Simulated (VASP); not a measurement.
Wanted: the native input for a VASP 6.6.1 run.

```
Task                   : relaxation of cell and atoms
Functional             : PBE
Potentials or basis    : VASP PAW PBE potentials, release 64 (Li_sv)
Cutoff                 : 600 eV
k mesh                 : 6 × 6 × 6
Occupations            : gaussian, width 0.1 eV
Spin                   : no spin polarisation
Dipole correction      : no
Further INCAR settings : ALGO = Normal; EDIFF = 1e-07; IBRION = 2; EDIFFG = -0.04; NSW = 90; ISIF = 3
```

The structure of Li lies in POSCAR:

```
Li
1.0
    1.6204946900     -2.1122958600      0.0000000000
    1.6204946900      2.1122958600      0.0000000000
    0.0000000000      0.0000000000      3.2109017900
Li
1
Direct
    0.0000000000      0.0000000000      0.0000000000
```

The cell was generated, and may not be a known phase.

These files were run (other wordings do the same):

INCAR

```
SYSTEM = Li
PREC     = Accurate       ! precision mode
ENCUT    = 600            ! plane-wave cutoff, eV
EDIFF    = 1E-7           ! SCF threshold, eV
ISMEAR   = 0              ! smearing method
SIGMA    = 0.1            ! smearing width, eV
LREAL    = .FALSE.        ! projectors in reciprocal space
LASPH    = .TRUE.         ! aspherical terms in the spheres
NELM     = 60             ! most SCF steps
ALGO     = Normal         ! electronic algorithm
ISIF     = 3              ! what is computed and relaxed
LWAVE    = .FALSE.        ! write WAVECAR
LCHARG   = .FALSE.        ! write CHGCAR
GGA      = PE             ! functional
IBRION   = 2              ! ionic algorithm
NSW      = 90             ! ionic steps
EDIFFG   = -0.04          ! ionic threshold
```

KPOINTS

```
Automatic mesh
0
G
  6 6 6
  0 0 0
```

Potentials or basis: VASP PAW PBE potentials, release 64 (Li_sv).

Launch:

```sh
$ cat potpaw_PBE.64/Li_sv/POTCAR > POTCAR
$ mpirun -np 1 vasp_std > vasp.out
```

It gave:

```json
{"Relaxed volume": "20.14 Å³/atom", "Relaxed cell": "a = 2.820 Å, b = 2.820 Å, c = 2.734 Å, α = 90.00°, β = 90.00°, γ = 112.04°", "Space group after relaxing (to 0.1 Å)": "Cmmm (No. 65)", "Energy gained by relaxing": "120.2 meV/atom", "Ionic steps": "12", "Pressure after relaxing": "0.1 GPa", "Band gap on the k mesh": "zero (an odd number of electrons rules out a gap without spin polarisation)"}
```

Caveat: the k points lie up to 0.40 Å⁻¹ apart in the final cell, too coarse for converged energies and pressures of a metal; the cutoff is under 1.25 times the usual one of these potentials, so pressure, stress and relaxed cells hold a basis-set (Pulay) error.

It took 53 s on 1 thread of AMD EPYC 7R13, with other jobs on the host, peak memory 0.13 GiB.
